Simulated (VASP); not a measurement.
Write the native input for VASP 6.6.1 that does the following.

```yaml
Task: single point
Functional: r2SCAN
Potentials_or_basis: VASP PAW PBE potentials, release 64 (Re)
Cutoff: 520 eV
k_mesh: 18 × 18 × 6
Occupations: gaussian, width 0.1 eV
Spin: no spin polarisation
Dipole_correction: no
Further_INCAR_settings: ALGO = Normal; EDIFF = 1e-07; NBANDS = 22
```

Crystal: Re.

```
Re
1.0
     2.76031    0.00000    0.00000
    -1.38016    2.39050    0.00000
     0.00000    0.00000    8.90267
Re
4
Direct
  0.00000 0.00000 0.00000
  0.33333 0.66667 0.25000
  0.00000 0.00000 0.50000
  0.66667 0.33333 0.75000
```

The input as run:

POSCAR

```
Re
1.0
    2.7603116205      0.0000000000      0.0000000000
   -1.3801558102      2.3904999857      0.0000000000
    0.0000000000      0.0000000000      8.9026735141
Re
4
Direct
    0.0000000000      0.0000000000      0.0000000000
    0.3333333333      0.6666666667      0.2500000000
    0.0000000000      0.0000000000      0.5000000000
    0.6666666667      0.3333333333      0.7500000000
```

INCAR.step1

```
PREC     = Accurate       # precision mode
ENCUT    = 520            # plane-wave cutoff, eV
ISMEAR   = 0              # smearing method
SIGMA    = 0.1            # smearing width, eV
LREAL    = False          # projectors in reciprocal space
LASPH    = True           # aspherical terms in the spheres
NELM     = 80             # most SCF steps
NBANDS   = 22             # bands
GGA      = PE             # functional
ALGO     = Normal         # electronic algorithm
EDIFF    = 1E-4           # SCF threshold, eV
LWAVE    = True           # write WAVECAR
LCHARG   = False          # write CHGCAR
```

INCAR.step2

```
PREC     = Accurate       # precision mode
ENCUT    = 520            # plane-wave cutoff, eV
EDIFF    = 1E-7           # SCF threshold, eV
ISMEAR   = 0              # smearing method
SIGMA    = 0.1            # smearing width, eV
LREAL    = False          # projectors in reciprocal space
LASPH    = True           # aspherical terms in the spheres
NELM     = 80             # most SCF steps
ALGO     = Normal         # electronic algorithm
ISIF     = 2              # what is computed and relaxed
LWAVE    = False          # write WAVECAR
LCHARG   = False          # write CHGCAR
METAGGA  = R2SCAN         # meta-GGA
LMIXTAU  = True         
NBANDS   = 22             # bands
ISTART   = 1
```

KPOINTS

```
Automatic mesh
0
Gamma
  18 18 6
```

Potentials or basis: VASP PAW PBE potentials, release 64 (Re).

Command:

```sh
$ cat potpaw_PBE.64/Re/POTCAR > POTCAR
$ cp INCAR.step1 INCAR
$ mpirun -np 1 vasp_std > vasp.out
$ cp INCAR.step2 INCAR
$ mpirun -np 1 vasp_std > vasp.out
```

It gave:

```json
{"Pressure": "0.1 GPa", "Band gap on the k mesh": "zero (bands 14 and 15 overlap by 2.66 eV)"}
```

Caveat: the PAW data sets were made with another functional, which shifts forces and pressure a little; spin-orbit coupling is left out, which moves the levels of the heavy elements.

Run time: 11 min on 1 thread of Intel(R) Xeon(R) Platinum 8488C (Sapphire Rapids) (shared host), peak memory 0.3 GiB.
